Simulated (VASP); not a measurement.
Write the native input for VASP 6.6.1 that does the following.

```yaml
Task: single point
Functional: r2SCAN
Potentials_or_basis: VASP PAW PBE potentials, release 64 (Ti_sv, O)
Cutoff: 520 eV
k_mesh: 6 × 6 × 8
Occupations: gaussian, width 0.01 eV
Spin: no spin polarisation
Dipole_correction: no
Further_INCAR_settings: ALGO = Normal; EDIFF = 1e-07; NBANDS = 33
```

TiO2:

```xyz
6
Lattice="4.5969 0.0000 0.0000 0.0000 4.5969 0.0000 0.0000 0.0000 3.0421" Properties=species:S:1:pos:R:3 pbc="T T T"
Ti    0.0000    0.0000    0.0000
Ti    2.2984    2.2984    1.5210
O     1.4045    1.4045    0.0000
O     0.8939    3.7030    1.5210
O     3.7030    0.8939    1.5210
O     3.1923    3.1923    0.0000
```

This cell differs from its parent crystal: uniaxial z strain +3.0%.

The input as run:

POSCAR

```
TiO2
1.0
    4.5968534940      0.0000000000      0.0000000000
    0.0000000000      4.5968534940      0.0000000000
    0.0000000000      0.0000000000      3.0420960046
Ti O
2 4
Direct
    0.0000000000      0.0000000000      0.0000000000
    0.5000000000      0.5000000000      0.5000000000
    0.3055424113      0.3055424113      0.0000000000
    0.1944575887      0.8055424113      0.5000000000
    0.8055424113      0.1944575887      0.5000000000
    0.6944575887      0.6944575887      0.0000000000
```

INCAR.step1

```
SYSTEM = TiO2
PREC     = Accurate       ! precision mode
ENCUT    = 520            ! plane-wave cutoff, eV
ISMEAR   = 0              ! smearing method
SIGMA    = 0.01           ! smearing width, eV
LREAL    = .FALSE.        ! projectors in reciprocal space
LASPH    = .TRUE.         ! aspherical terms in the spheres
NELM     = 60             ! most SCF steps
NBANDS   = 33             ! bands
GGA      = PE             ! functional
ALGO     = Normal         ! electronic algorithm
EDIFF    = 1E-4           ! SCF threshold, eV
LWAVE    = .TRUE.         ! write WAVECAR
LCHARG   = .FALSE.        ! write CHGCAR
```

INCAR.step2

```
SYSTEM = TiO2
PREC     = Accurate       ! precision mode
ENCUT    = 520            ! plane-wave cutoff, eV
EDIFF    = 1E-7           ! SCF threshold, eV
ISMEAR   = 0              ! smearing method
SIGMA    = 0.01           ! smearing width, eV
LREAL    = .FALSE.        ! projectors in reciprocal space
LASPH    = .TRUE.         ! aspherical terms in the spheres
NELM     = 60             ! most SCF steps
ALGO     = Normal         ! electronic algorithm
ISIF     = 2              ! what is computed and relaxed
LWAVE    = .FALSE.        ! write WAVECAR
LCHARG   = .TRUE.         ! write CHGCAR
METAGGA  = R2SCAN         ! meta-GGA
LMIXTAU  = .TRUE.       
LELF     = .TRUE.         ! ELF
LVHAR    = .TRUE.       
NBANDS   = 33             ! bands
ISTART   = 1
```

KPOINTS

```
Automatic mesh
0
G
  6 6 8
  0 0 0
```

Potentials or basis: VASP PAW PBE potentials, release 64 (Ti_sv, O).

Run with:

```bash
$ cat potpaw_PBE.64/Ti_sv/POTCAR potpaw_PBE.64/O/POTCAR > POTCAR
$ cp INCAR.step1 INCAR
$ mpirun -np 1 vasp_std > vasp.out
$ cp INCAR.step2 INCAR
$ mpirun -np 1 vasp_std > vasp.out
```

It gave:

The pressure is -6.7 GPa, the largest force is 0.021 eV/Å and the band gap on the k mesh is 2.14 eV.

Caveat: the cell differs from its parent crystal (uniaxial z strain +3.0%); the cell stands under tension; the PAW data sets were made with another functional, which shifts forces and pressure a little.

It took 3.4 min on 1 thread of Intel(R) Xeon(R) Platinum 8488C (Sapphire Rapids), with other jobs on the host, peak memory 0.23 GiB.
